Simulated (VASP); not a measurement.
A run of VASP 6.6.1 is set up as follows.

The input INCAR:

```
SYSTEM = AlFe3
ALGO = Normal
EDIFF = 1E-7
ENCUT = 520
GGA = CA
ISIF = 2
ISMEAR = -1
ISPIN = 2
LASPH = .TRUE.
LCHARG = .TRUE.
LELF = .TRUE.
LMAXMIX = 4
LORBIT = 11
LREAL = .FALSE.
LVHAR = .TRUE.
LWAVE = .FALSE.
MAGMOM = 0 3.5 3.5 3.5
NBANDS = 26
NELM = 150
PREC = Accurate
SIGMA = 0.05
```

Contents of KPOINTS:

```
k-points
0
G
  7 7 7
  0 0 0
```

POSCAR

```
AlFe3
1.0
    3.9448542901      0.0000000000      0.0000000000
    1.9724271451      3.4163440295      0.0000000000
    1.9724271451      1.1387813432      3.2209600402
Al Fe
1 3
Direct
    0.0000000000      0.0000000000      0.0000000000
    0.5000000000      0.5000000000      0.5000000000
    0.2500000000      0.2500000000      0.2500000000
    0.7500000000      0.7500000000      0.7500000000
```

Potentials or basis: VASP PAW LDA potentials, release 64 (Al, Fe).

Command:

```sh
$ cat potpaw_LDA.64/Al/POTCAR potpaw_LDA.64/Fe/POTCAR > POTCAR
$ mpirun -np 1 vasp_std > vasp.out
```

(1) What does it give for the site moments?

(2) What does it give for the net moment?

Results:

(1) Al -0.01; Fe +2.11, +0.64 (each value once) μB.

(2) 3.39 μB per cell.

Caveat: the cell stands under tension.
